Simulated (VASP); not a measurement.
# Ca3Ge (Pm-3m) in VASP: notebook

Ca3Ge is run at these levels: PBE; tasks: relaxation of cell and atoms, single point.

Program: VASP 6.6.1. These are calculated values, not measurements. Logs are shortened: lines on timing, memory, paths and dates and some standing lists are left out, and cuts for length are marked.

## 1. The cell of the first run

It takes space group Pm-3m (No. 221, cubic). Conventional cell: a = 4.643 Å, b = 4.643 Å, c = 4.643 Å, α = 90.00°, β = 90.00°, γ = 90.00°. Within 4.3 Å of Ca (site symmetry 4/mmm) lie 8 Ca at 3.28 Å and 4 Ge at 3.28 Å. Ge (site symmetry m-3m) has 12 Ca at 3.28 Å within 4.3 Å.

## 2. Relaxation of cell and atoms, PBE

Contents of INCAR:

```
PREC = Accurate ; ENCUT = 600
EDIFF = 1E-6 ; ISMEAR = 0
SIGMA = 0.1 ; LREAL = F
LASPH = T ; NELM = 100
ALGO = Normal ; ISIF = 3
LWAVE = F ; LCHARG = F
GGA = PE ; IBRION = 2
NSW = 90 ; EDIFFG = -0.04
```

Contents of KPOINTS:

```
regular mesh
0
Gamma
  4 4 4
```

Contents of POSCAR:

```
Ca3Ge
1.0
    4.6426012481      0.0000000000      0.0000000000
    0.0000000000      4.6426012481      0.0000000000
    0.0000000000      0.0000000000      4.6426012481
Ca Ge
3 1
Direct
    0.0000000000      0.5000000000      0.5000000000
    0.5000000000      0.0000000000      0.5000000000
    0.5000000000      0.5000000000      0.0000000000
    0.0000000000      0.0000000000      0.0000000000
```

Potentials or basis: VASP PAW PBE potentials, release 64 (Ca_sv, Ge_d).

Command:

```
$ cat potpaw_PBE.64/Ca_sv/POTCAR potpaw_PBE.64/Ge_d/POTCAR > POTCAR
$ mpirun -np 1 vasp_std > vasp.out
```

OUTCAR:

```text
PREC = Accurate
   ENCUT = 600
   EDIFF = 1E-6
   ISMEAR = 0
   LREAL = F
   LASPH = T
   NELM = 100
   ISIF = 3
   GGA = PE
   IBRION = 2
   NSW = 90
   EDIFFG = -0.04

 ion  position               nearest neighbor table
   1  0.000  0.500  0.500-
   2  0.500  0.000  0.500-
   3  0.500  0.500  0.000-
   4  0.000  0.000  0.000-

  LATTYP: Found a simple cubic cell.
 ALAT       =     4.6426012481

  Lattice vectors:

 A1 = (   4.6426012481,   0.0000000000,   0.0000000000)
 A2 = (   0.0000000000,   4.6426012481,   0.0000000000)
 A3 = (   0.0000000000,   0.0000000000,   4.6426012481)

Analysis of symmetry for initial positions (statically):
=====================================================================
 Subroutine PRICEL returns:
 Original cell was already a primitive cell.

 Routine SETGRP: Setting up the symmetry group for a
 simple cubic supercell.

 Subroutine GETGRP returns: Found 48 space group operations
 (whereof 48 operations were pure point group operations)
 out of a pool of 48 trial point group operations.

The static configuration has the point symmetry O_h .

Analysis of symmetry for dynamics (positions and initial velocities):
=====================================================================
 Subroutine PRICEL returns:
 Original cell was already a primitive cell.

 Routine SETGRP: Setting up the symmetry group for a
 simple cubic supercell.

 Subroutine GETGRP returns: Found 48 space group operations
 (whereof 48 operations were pure point group operations)
 out of a pool of 48 trial point group operations.

The dynamic configuration has the point symmetry O_h .

 Subroutine INISYM returns: Found 48 space group operations
 (whereof 48 operations are pure point group operations),
 and found     1 'primitive' translations

----------------------------------------------------------------------------------------

                                     Primitive cell

  volume of cell :     100.0654

  direct lattice vectors                    reciprocal lattice vectors
     4.642601248  0.000000000  0.000000000     0.215396487  0.000000000  0.000000000
     0.000000000  4.642601248  0.000000000     0.000000000  0.215396487  0.000000000
     0.000000000  0.000000000  4.642601248     0.000000000  0.000000000  0.215396487

  length of vectors
     4.642601248  4.642601248  4.642601248     0.215396487  0.215396487  0.215396487

  position of ions in fractional coordinates (direct lattice)
     0.000000000  0.500000000  0.500000000
     0.500000000  0.000000000  0.500000000
     0.500000000  0.500000000  0.000000000
     0.000000000  0.000000000  0.000000000

  ion indices of the primitive-cell ions
   primitive index   ion index
                 1           1
                 2           2
                 3           3
                 4           4

----------------------------------------------------------------------------------------

 KPOINTS: regular mesh

Automatic generation of k-mesh.
 Grid dimensions read from file:
 generate k-points for:    4    4    4

 Generating k-lattice:

  Cartesian coordinates                     Fractional coordinates (reciprocal lattice)
     0.053849122  0.000000000  0.000000000     0.250000000  0.000000000  0.000000000
     0.000000000  0.053849122  0.000000000     0.000000000  0.250000000  0.000000000
     0.000000000  0.000000000  0.053849122     0.000000000  0.000000000  0.250000000

  Length of vectors
     0.053849122  0.053849122  0.053849122

  Shift w.r.t. Gamma in fractional coordinates (k-lattice)
     0.000000000  0.000000000  0.000000000

 Subroutine IBZKPT returns following result:
 ===========================================

 Found     10 irreducible k-points:

 Following reciprocal coordinates:
            Coordinates               Weight
  0.000000  0.000000  0.000000      1.000000
  0.250000  0.000000  0.000000      6.000000
  0.500000  0.000000  0.000000      3.000000
  0.250000  0.250000  0.000000     12.000000
  0.500000  0.250000  0.000000     12.000000
  0.500000  0.500000  0.000000      3.000000
  0.250000  0.250000  0.250000      8.000000
  0.500000  0.250000  0.250000     12.000000
  0.500000  0.500000  0.250000      6.000000
  0.500000  0.500000  0.500000      1.000000
   k-points           NKPTS =     10   k-points in BZ     NKDIM =     10   number of bands    NBANDS=     26
   number of dos      NEDOS =    301   number of ions     NIONS =      4
   total plane-waves  NPLWV =  64000
   dimension x,y,z NGX =    40 NGY =   40 NGZ =   40
   dimension x,y,z NGXF=    80 NGYF=   80 NGZF=   80
   ions per type =               3   1
   NGX,Y,Z   is equivalent  to a cutoff of  14.32, 14.32, 14.32 a.u.
   NGXF,Y,Z  is equivalent  to a cutoff of  28.65, 28.65, 28.65 a.u.
 SYSTEM =  unknown system
   PREC   = accura    normal or accurate (medium, high low for compatibility)
   ISTART =      0    job   : 0-new  1-cont  2-samecut
   ICHARG =      2    charge: 1-file 2-atom 10-const
   ISPIN  =      1    spin polarized calculation?
   LNONCOLLINEAR =      F non collinear calculations
   LSORBIT =      F    spin-orbit coupling
   LASPH  =      T    aspherical Exc in radial PAW
   ENCUT  =  600.0 eV  44.10 Ry    6.64 a.u.   9.27  9.27  9.27*2*pi/ulx,y,z
   NELM   =    100;   NELMIN=  2; NELMDL= -5     # of ELM steps
   EDIFF  = 0.1E-05   stopping-criterion for ELM
   LREAL  =      F    real-space projection
   EDIFFG = -.4E-01   stopping-criterion for IOM
   NSW    =     90    number of steps for IOM
   IBRION =      2    ionic relax: 0-MD 1-quasi-New 2-CG
   NFREE  =      1    steps in history (QN), initial steepest desc. (CG)
   ISIF   =      3    stress and relaxation
   ISYM   =      2    0-nonsym 1-usesym 2-fastsym
   POTIM  = 0.5000    time-step for ionic-motion
   TEBEG  =    0.0;   TEEND  =   0.0 temperature during run
   PSTRESS=    0.0 pullay stress
   NELECT =      44.0000    total number of electrons
   NUPDOWN=      -1.0000    fix difference up-down
   EMIN   =  10.00;   EMAX   =-10.00  energy-range for DOS
   EFERMI =   0.00;   METHOD = LEGACY
   ISMEAR =     0;   SIGMA  =   0.10  broadening in eV -4-tet -1-fermi 0-gaus
   EFERMI_NEDOS =   21; number of points for ismear=-14 and -15
   IALGO  =     38    algorithm
   IMIX   =      4    mixing-type and parameters
     AMIX     =   0.40;   BMIX     =  1.00
     AMIX_MAG =   1.60;   BMIX_MAG =  1.00
  volume/ion in A,a.u.               =      25.02       168.82
  Fermi-wavevector in a.u.,A,eV,Ry     =   1.244890  2.352501 21.085647  1.549751
  Thomas-Fermi vector in A             =   2.379137
   LORBIT       =      0    0 simple, 1 ext, 2 COOP (PROOUT), +10 PAW based schemes
   GGA     = PE    functional components
   LHFCALC =     F    Hartree Fock is set to
   AEXX    =    0.0000 exact exchange contribution
   IVDW    =     0    specifies the selected vdW correction
   LEPSILON=     F    determine dielectric tensor
   LRPA    =     F    only Hartree local field effects (RPA)
 conjugate gradient relaxation of ions
 non-spin polarized calculation
 Gauss-broadening in eV      SIGMA  =   0.10
  energy-cutoff  :      600.00
  volume of cell :      100.07
 maximum number of plane-waves:      3362
 NGX is ok and might be reduce to    40
   NGX = 19   NGY = 19   NGZ = 19

--------------------------------------- Ionic step        1  -------------------------------------------

 number of electron      44.0000021 magnetization

 Free energy of the ion-electron system (eV)
  ---------------------------------------------------
  ext. energy  EPLUGINS =         0.00000000
  ---------------------------------------------------
  free energy    TOTEN  =       -11.27520746 eV

  energy without entropy =      -11.26914399  energy(sigma->0) =      -11.27217573

 E-fermi :   4.1492     XC(G=0):  -9.5961

 val. band max:        4.1360121326   @ k =   0.0000   0.0000   0.0000
 cond. band min:       4.2996294784   @ k =   0.0000   0.0000   0.0000
 fundamental gap:      0.1636173457
 Fermi energy:         4.1492302442

 k-point     1 :       0.0000    0.0000    0.0000
  band No.  band energies     occupation
      1     -36.8877      2.00000
      2     -36.7610      2.00000
      3     -36.7610      2.00000
      4     -19.2107      2.00000
      5     -19.2107      2.00000
      6     -19.2107      2.00000
[... 18 lines left out ...]
     25       5.1018      0.00000
     26       5.1018      0.00000

 k-point     2 :       0.2500    0.0000    0.0000
  band No.  band energies     occupation
      1     -36.8715      2.00000
      2     -36.7771      2.00000
      3     -36.7608      2.00000
      4     -19.2129      2.00000
      5     -19.2129      2.00000
      6     -19.2107      2.00000
[... 18 lines left out ...]
     25       5.7156      0.00000
[... 274 lines left out ...]
  FORCE on cell =-STRESS in cart. coord.  units (eV):
  Direction    XX          YY          ZZ          XY          YZ          ZX
  --------------------------------------------------------------------------------------
  -------------------------------------------------------------------------------------
  Total        0.3710734      0.3710734      0.3710734     -0.0000000      0.0000000      0.0000000
  in kB        5.2246592      5.2246592      5.2246592     -0.0000000      0.0000000      0.0000000
  external PRESSURE =       5.2246592 kB  Pullay stress =       0.0000000 kB

 VOLUME and BASIS-vectors are now :
 -----------------------------------------------------------------------------
  energy-cutoff  :      600.00
  volume of cell :      113.79
      direct lattice vectors                 reciprocal lattice vectors
     4.845859324  0.000000000 -0.000000000     0.206361748  0.000000000  0.000000000
    -0.000000000  4.845859324 -0.000000000     0.000000000  0.206361748  0.000000000
    -0.000000000 -0.000000000  4.845859324     0.000000000  0.000000000  0.206361748

 POSITION                                       TOTAL-FORCE (eV/Angst)
 -----------------------------------------------------------------------------------
     -0.00000      2.42293      2.42293        -0.000000     -0.000000      0.000000
      2.42293     -0.00000      2.42293        -0.000000     -0.000000      0.000000
      2.42293      2.42293     -0.00000        -0.000000     -0.000000      0.000000
      0.00000      0.00000      0.00000         0.000000      0.000000      0.000000
 -----------------------------------------------------------------------------------
    total drift:                               -0.000000     -0.000000     -0.000000

  FREE ENERGIE OF THE ION-ELECTRON SYSTEM (eV)
  ---------------------------------------------------
  free  energy   TOTEN  =       -11.5248297389 eV

  energy  without entropy=      -11.5195019349  energy(sigma->0) =      -11.52216584

--------------------------------------- Ionic step        3  -------------------------------------------

 number of electron      44.0000024 magnetization

 Free energy of the ion-electron system (eV)
  ---------------------------------------------------
  ext. energy  EPLUGINS =         0.00000000
  ---------------------------------------------------
  free energy    TOTEN  =       -11.52788619 eV

  energy without entropy =      -11.52261802  energy(sigma->0) =      -11.52525211

 E-fermi :   3.2161     XC(G=0):  -9.0205

 val. band max:        3.2126475311   @ k =   0.0000   0.0000   0.0000
 cond. band min:       3.6020347506   @ k =   0.0000   0.0000   0.0000
 fundamental gap:      0.3893872196
 Fermi energy:         3.2160890158

 k-point     1 :       0.0000    0.0000    0.0000
  band No.  band energies     occupation
      1     -38.0329      2.00000
      2     -37.9631      2.00000
      3     -37.9631      2.00000
      4     -20.1493      2.00000
      5     -20.1493      2.00000
      6     -20.1493      2.00000
[... 18 lines left out ...]
     25       4.3530      0.00000
     26       4.3530      0.00000

 k-point     2 :       0.2500    0.0000    0.0000
  band No.  band energies     occupation
      1     -38.0239      2.00000
      2     -37.9719      2.00000
      3     -37.9630      2.00000
      4     -20.1504      2.00000
      5     -20.1504      2.00000
      6     -20.1493      2.00000
[... 18 lines left out ...]
     25       4.7473      0.00000
[... 236 lines left out ...]
  FORCE on cell =-STRESS in cart. coord.  units (eV):
  Direction    XX          YY          ZZ          XY          YZ          ZX
  --------------------------------------------------------------------------------------
  -------------------------------------------------------------------------------------
  Total       -0.0296707     -0.0296707     -0.0296707     -0.0000000     -0.0000000      0.0000000
  in kB       -0.4102657     -0.4102657     -0.4102657     -0.0000000     -0.0000000      0.0000000
  external PRESSURE =      -0.4102657 kB  Pullay stress =       0.0000000 kB

 VOLUME and BASIS-vectors are now :
 -----------------------------------------------------------------------------
  energy-cutoff  :      600.00
  volume of cell :      115.87
      direct lattice vectors                 reciprocal lattice vectors
     4.875182234  0.000000000 -0.000000000     0.205120537  0.000000000  0.000000000
    -0.000000000  4.875182234 -0.000000000     0.000000000  0.205120537  0.000000000
    -0.000000000 -0.000000000  4.875182234     0.000000000  0.000000000  0.205120537

 POSITION                                       TOTAL-FORCE (eV/Angst)
 -----------------------------------------------------------------------------------
     -0.00000      2.43759      2.43759        -0.000000     -0.000000      0.000000
      2.43759     -0.00000      2.43759        -0.000000     -0.000000      0.000000
      2.43759      2.43759     -0.00000        -0.000000     -0.000000      0.000000
      0.00000      0.00000      0.00000         0.000000      0.000000      0.000000
 -----------------------------------------------------------------------------------
    total drift:                               -0.000000     -0.000000     -0.000000

  FREE ENERGIE OF THE ION-ELECTRON SYSTEM (eV)
  ---------------------------------------------------
  free  energy   TOTEN  =       -11.5278861944 eV

  energy  without entropy=      -11.5226180211  energy(sigma->0) =      -11.52525211

 reached required accuracy - stopping structural energy minimisation
```

Run time: 54 s. Hardware: 1 thread of Intel Xeon Platinum 8488C (Sapphire Rapids), shared host; peak memory 0.26 GiB.

Results:

- Free energy: -11.5279 eV
- Relaxed volume: 28.97 Å³/atom
- Relaxed cell: a = 4.875 Å, b = 4.875 Å, c = 4.875 Å, α = 90.00°, β = 90.00°, γ = 90.00°
- Space group after relaxing (to 0.1 Å): Pm-3m (No. 221)
- Energy gained by relaxing: 63.2 meV/atom
- Ionic steps: 3
- Pressure after relaxing: 0.0 GPa
- Band gap on the k mesh: zero (bands 22 and 23 overlap by 0.25 eV)

The path:
| step | energy change (eV) | largest force (eV/Å) | pressure (GPa) | volume (Å³) |
| --- | --- | --- | --- | --- |
| 1 | 0.0000 | 0.0000 | 5.81 | 100.07 |
| 2 | -0.2496 | 0.0000 | 0.52 | 113.79 |
| 3 | -0.2527 | 0.0000 | -0.04 | 115.87 |

Final structure:
```
Ca Ge
1.0
     4.87518    0.00000    0.00000
     0.00000    4.87518    0.00000
     0.00000    0.00000    4.87518
Ca Ge
3 1
Direct
  0.00000 0.50000 0.50000
  0.50000 0.00000 0.50000
  0.50000 0.50000 0.00000
  0.00000 0.00000 0.00000
```

Levels at points of the mesh, in eV from the Fermi level:
```
           k point  band 18  band 19  band 20  band 21  band 22  band 23  band 24  band 25  band 26
(0.00, 0.00, 0.00)    -7.67    -1.99     0.00     0.00     0.00     0.39     0.39     1.14     1.14
(0.50, 0.00, 0.00)    -7.21    -3.14    -0.50    -0.50    -0.32     1.44     1.46     1.60     1.98
(0.50, 0.50, 0.00)    -6.98    -2.20    -2.20    -0.73    -0.60     1.49     1.72     1.72     2.34
(0.50, 0.50, 0.50)    -6.96    -1.17    -1.17    -1.17    -0.25    -0.25    -0.25     0.79     2.90
```

Caveat: the volume moved by over 15 % at a fixed basis, so the end points are rough.

## 3. Single point, PBE

This run uses another cell than the first one, of 28.88 Å³/atom.

Contents of INCAR:

```
SYSTEM = Ca3Ge
  ALGO = Fast
  EDIFF = 1E-6
  ENCUT = 520
  GGA = PE
  ISIF = 2
  ISMEAR = 0
  LASPH = .TRUE.
  LCHARG = .FALSE.
  LREAL = .FALSE.
  LWAVE = .FALSE.
  NBANDS = 30
  NELM = 100
  PREC = Accurate
  SIGMA = 0.1
```

Contents of KPOINTS:

```
k-points
0
G
  10 10 10
  0 0 0
```

Contents of POSCAR:

```
Ca3Ge
1.0
    4.8702571277      0.0000000000      0.0000000000
    0.0000000000      4.8702571277      0.0000000000
    0.0000000000      0.0000000000      4.8702571277
Ca Ge
3 1
Direct
    0.0000000000      0.5000000000      0.5000000000
    0.5000000000      0.0000000000      0.5000000000
    0.5000000000      0.5000000000      0.0000000000
    0.0000000000      0.0000000000      0.0000000000
```

Potentials or basis: VASP PAW PBE potentials, release 64 (Ca_sv, Ge_d).

Command:

```
$ cat potpaw_PBE.64/Ca_sv/POTCAR potpaw_PBE.64/Ge_d/POTCAR > POTCAR
$ mpirun -np 1 vasp_std > vasp.out
```

It took 4.6 min on 1 thread of Intel Xeon Platinum 8488C (Sapphire Rapids), shared host; peak memory 0.32 GiB.

The run converged. Its results:

* Free energy: -11.5564 eV
* Pressure: 0.0 GPa
* Band gap on the k mesh: zero (bands 22 and 23 overlap by 0.26 eV)

Levels at points of the mesh, in eV from the Fermi level:
| k point | band 18 | band 19 | band 20 | band 21 | band 22 | band 23 | band 24 | band 25 | band 26 | band 27 |
| --- | --- | --- | --- | --- | --- | --- | --- | --- | --- | --- |
| (0.00, 0.00, 0.00) | -7.67 | -2.00 | 0.00 | 0.00 | 0.00 | 0.39 | 0.39 | 1.14 | 1.14 | 1.14 |
| (0.50, 0.00, 0.00) | -7.21 | -3.14 | -0.49 | -0.49 | -0.33 | 1.45 | 1.48 | 1.60 | 1.99 | 1.99 |
| (0.50, 0.50, 0.00) | -6.98 | -2.20 | -2.20 | -0.74 | -0.59 | 1.49 | 1.72 | 1.72 | 2.35 | 2.35 |
| (0.50, 0.50, 0.50) | -6.96 | -1.16 | -1.16 | -1.16 | -0.25 | -0.25 | -0.25 | 0.79 | 2.91 | 2.91 |

(Continued in part 2 of 2.)

The gap in the log of VASP goes by the Fermi energy; the results here count the filled bands.